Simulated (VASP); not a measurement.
# WS2 (P-1) in VASP: single point with PBE+D3(BJ)

Aim: the single point of WS2 with PBE+D3(BJ).

Everything below comes from runs of VASP 6.6.1. Logs are shortened: lines on timing, memory, paths and dates and some standing lists are left out, and cuts for length are marked.

## (1) The cell of the first run

The typed cell holds 6 atoms: a = 3.154 Å, b = 3.154 Å, c = 12.144 Å, α = 89.26°, β = 88.51°, γ = 60.00°.

## (2) Single point, PBE+D3(BJ) (the part above a cut slid along it)

INCAR reads:

```
PREC     = Accurate       # precision mode
ENCUT    = 520            # plane-wave cutoff, eV
EDIFF    = 1E-7           # SCF threshold, eV
ISMEAR   = 0              # smearing method
SIGMA    = 0.05           # smearing width, eV
LREAL    = False          # projectors in reciprocal space
LASPH    = True           # aspherical terms in the spheres
NELM     = 80             # most SCF steps
ALGO     = Normal         # electronic algorithm
ISIF     = 2              # what is computed and relaxed
LWAVE    = False          # write WAVECAR
LCHARG   = True           # write CHGCAR
GGA      = PE             # functional
IVDW     = 12             # dispersion correction
LELF     = True           # ELF
LVHAR    = True         
NBANDS   = 35             # bands
```

KPOINTS reads:

```
Automatic mesh
0
Gamma
  10 10 3
```

POSCAR reads:

```
WS2
1.0
   -3.1542061832      0.0000000000      0.0000000000
   -1.5771030916     -2.7316226834      0.0000000000
   -0.3154206183      0.0000000000     12.1399091344
W S
2 4
Direct
    0.3083333333      0.3333333333      0.2500000000
    0.5916666667      0.6666666667      0.7500000000
    0.2713045913      0.3333333333      0.6202874207
    0.6546379246      0.6666666667      0.1202874207
    0.2453620754      0.3333333333      0.8797125793
    0.6286954087      0.6666666667      0.3797125793
```

Potentials or basis: VASP PAW PBE potentials, release 64 (W_sv, S).

The run is started by

```
$ cat potpaw_PBE.64/W_sv/POTCAR potpaw_PBE.64/S/POTCAR > POTCAR
$ mpirun -np 1 vasp_std > vasp.out
```

OUTCAR:

```text
PREC = Accurate
   ENCUT = 520
   EDIFF = 1E-7
   ISMEAR = 0
   LREAL = False
   LASPH = True
   NELM = 80
   ISIF = 2
   GGA = PE
   IVDW = 12
 IVDW          = 12

 ion  position               nearest neighbor table
   1  0.308  0.333  0.250-   4 2.41   6 2.41   4 2.41   6 2.41   6 2.41   4 2.41
   2  0.592  0.667  0.750-   3 2.41   5 2.41   5 2.41   3 2.41   3 2.41   5 2.41
   3  0.271  0.333  0.620-   2 2.41   2 2.41   2 2.41
   4  0.655  0.667  0.120-   1 2.41   1 2.41   1 2.41
   5  0.245  0.333  0.880-   2 2.41   2 2.41   2 2.41
   6  0.629  0.667  0.380-   1 2.41   1 2.41   1 2.41

  LATTYP: Found a base centered monoclinic cell.
 ALAT       =     3.1542061832
 B/A-ratio  =     1.7320508076
 C/A-ratio  =     3.8500990064
 COS(beta)  =    -0.0259733580

  Lattice vectors:

 A1 = (   1.5771030916,  -2.7316226834,   0.0000000000)
 A2 = (   1.5771030916,   2.7316226834,   0.0000000000)
 A3 = (  -0.3154206183,   0.0000000000,  12.1399091344)

Analysis of symmetry for initial positions (statically):
=====================================================================
 Subroutine PRICEL returns:
 Original cell was already a primitive cell.

 Routine SETGRP: Setting up the symmetry group for a
 base centered monoclinic supercell.

 Subroutine GETGRP returns: Found  2 space group operations
 (whereof  1 operations were pure point group operations)
 out of a pool of  4 trial point group operations.

The static configuration has the point symmetry C_1 .
 The point group associated with its full space group is S_2 .

Analysis of symmetry for dynamics (positions and initial velocities):
=====================================================================
 Subroutine PRICEL returns:
 Original cell was already a primitive cell.

 Routine SETGRP: Setting up the symmetry group for a
 base centered monoclinic supercell.

 Subroutine GETGRP returns: Found  2 space group operations
 (whereof  1 operations were pure point group operations)
 out of a pool of  4 trial point group operations.

The dynamic configuration has the point symmetry C_1 .
 The point group associated with its full space group is S_2 .

 Subroutine INISYM returns: Found  2 space group operations
 (whereof  1 operations are pure point group operations),
 and found     1 'primitive' translations

----------------------------------------------------------------------------------------

                                     Primitive cell
[... 101 lines left out ...]
   EDIFFG = 0.1E-05   stopping-criterion for IOM
   NSW    =      0    number of steps for IOM
   IBRION =     -1    ionic relax: 0-MD 1-quasi-New 2-CG
   NFREE  =      0    steps in history (QN), initial steepest desc. (CG)
   ISIF   =      2    stress and relaxation
   ISYM   =      2    0-nonsym 1-usesym 2-fastsym
   POTIM  = 0.5000    time-step for ionic-motion
   TEBEG  =    0.0;   TEEND  =   0.0 temperature during run
   PSTRESS=    0.0 pullay stress
   NELECT =      52.0000    total number of electrons
   NUPDOWN=      -1.0000    fix difference up-down
   EMIN   =  10.00;   EMAX   =-10.00  energy-range for DOS
   EFERMI =   0.00;   METHOD = LEGACY
   ISMEAR =     0;   SIGMA  =   0.05  broadening in eV -4-tet -1-fermi 0-gaus
   EFERMI_NEDOS =   21; number of points for ismear=-14 and -15
   IALGO  =     38    algorithm
   IMIX   =      4    mixing-type and parameters
     AMIX     =   0.40;   BMIX     =  1.00
     AMIX_MAG =   1.60;   BMIX_MAG =  1.00
  volume/ion in A,a.u.               =      17.43       117.64
  Fermi-wavevector in a.u.,A,eV,Ry     =   1.296882  2.450752 22.883686  1.681903
  Thomas-Fermi vector in A             =   2.428310
   LORBIT       =      0    0 simple, 1 ext, 2 COOP (PROOUT), +10 PAW based schemes
   GGA     = PE    functional components
   LHFCALC =     F    Hartree Fock is set to
   AEXX    =    0.0000 exact exchange contribution
   IVDW    =    12    specifies the selected vdW correction
   LEPSILON=     F    determine dielectric tensor
   LRPA    =     F    only Hartree local field effects (RPA)
 non-spin polarized calculation
 Gauss-broadening in eV      SIGMA  =   0.05
  energy-cutoff  :      520.00
  volume of cell :      104.60
 maximum number of plane-waves:      2839
   NGX = 11   NGY = 11   NGZ = 45

 number of electron      52.0000001 magnetization

 Free energy of the ion-electron system (eV)
  ---------------------------------------------------
  ext. energy  EPLUGINS =         0.00000000
  ---------------------------------------------------
  free energy    TOTEN  =       -47.17991069 eV

  energy without entropy =      -47.17991069  energy(sigma->0) =      -47.17991069

 E-fermi :   8.1648     XC(G=0): -11.0776

 val. band max:        7.7390502551   @ k =   0.0000   0.0000   0.0000
 cond. band min:       8.7043528246   @ k =  -0.2000   0.2000   0.0000
 fundamental gap:      0.9653025695
 Fermi energy:         8.1648454747

 k-point     1 :       0.0000    0.0000    0.0000
  band No.  band energies     occupation
      1     -66.9175      2.00000
      2     -66.9175      2.00000
      3     -31.1751      2.00000
      4     -31.1751      2.00000
      5     -30.9969      2.00000
      6     -30.9969      2.00000
[... 901 lines left out ...]
     34      11.6989      0.00000
     35      14.7888      0.00000

 [... further k-points ...]

------------------------ aborting loop because EDIFF is reached ----------------------------------------

 Edisp (eV)   -2.61074

 E8    (eV) :    -1.0971

  FORCE on cell =-STRESS in cart. coord.  units (eV):
  Direction    XX          YY          ZZ          XY          YZ          ZX
  --------------------------------------------------------------------------------------
  -------------------------------------------------------------------------------------
  Total      -0.03113    -0.00826     0.04943    -0.04048    -0.05813     0.21758
  in kB      -0.47679    -0.12658     0.75715    -0.62004    -0.89036     3.33278
  external pressure =        0.05 kB  Pullay stress =        0.00 kB

 VOLUME and BASIS-vectors are now :
 -----------------------------------------------------------------------------
  energy-cutoff  :      520.00
  volume of cell :      104.60
      direct lattice vectors                 reciprocal lattice vectors
    -3.154206183  0.000000000  0.000000000    -0.317036979  0.183041385 -0.008237294
    -1.577103092 -2.731622683  0.000000000     0.000000000 -0.366082771  0.000000000
    -0.315420618  0.000000000 12.139909134     0.000000000  0.000000000  0.082372939

 POSITION                                       TOTAL-FORCE (eV/Angst)
 -----------------------------------------------------------------------------------
     -1.57710     -0.91054      3.03498         0.024206     -0.003289      0.000141
     -3.15421     -1.82108      9.10493        -0.024206      0.003289     -0.000141
     -1.57710     -0.91054      7.53023         0.004473      0.000057     -0.002774
     -3.15421     -1.82108      1.46028         0.038998     -0.012843      0.021823
     -1.57710     -0.91054     10.67963        -0.038998      0.012843     -0.021823
     -3.15421     -1.82108      4.60968        -0.004473     -0.000057      0.002774
 -----------------------------------------------------------------------------------
    total drift:                               -0.000000     -0.000001     -0.000002

  FREE ENERGIE OF THE ION-ELECTRON SYSTEM (eV)
  ---------------------------------------------------
  free  energy   TOTEN  =       -49.7906529233 eV

  energy  without entropy=      -49.7906529233  energy(sigma->0) =      -49.79065292
```

Wall time 5.4 min (1 thread of AMD EPYC 9R45 (Zen 5), shared host); peak memory 0.5 GiB.

Results:

* Free energy: -49.7907 eV
* Pressure: 0.0 GPa
* Largest force: 0.046 eV/Å
* Band gap on the k mesh: 0.97 eV (least direct gap 2.15 eV)
* Dispersion energy per atom: -0.435 eV

Forces in eV/Å, atoms in the order of the input:
```
W    0.024 -0.003  0.000
W   -0.024  0.003  0.000
S    0.004  0.000 -0.003
S    0.039 -0.013  0.022
S   -0.039  0.013 -0.022
S   -0.004  0.000  0.003
```

Stress tensor (GPa, compression positive):
```
-0.05 -0.06  0.33
-0.06 -0.01 -0.09
 0.33 -0.09  0.08
```

Caveat: the cell differs from its parent crystal (the part above a cut slid along it); spin-orbit coupling is left out, which moves the levels of the heavy elements. A k mesh can miss the band edges.
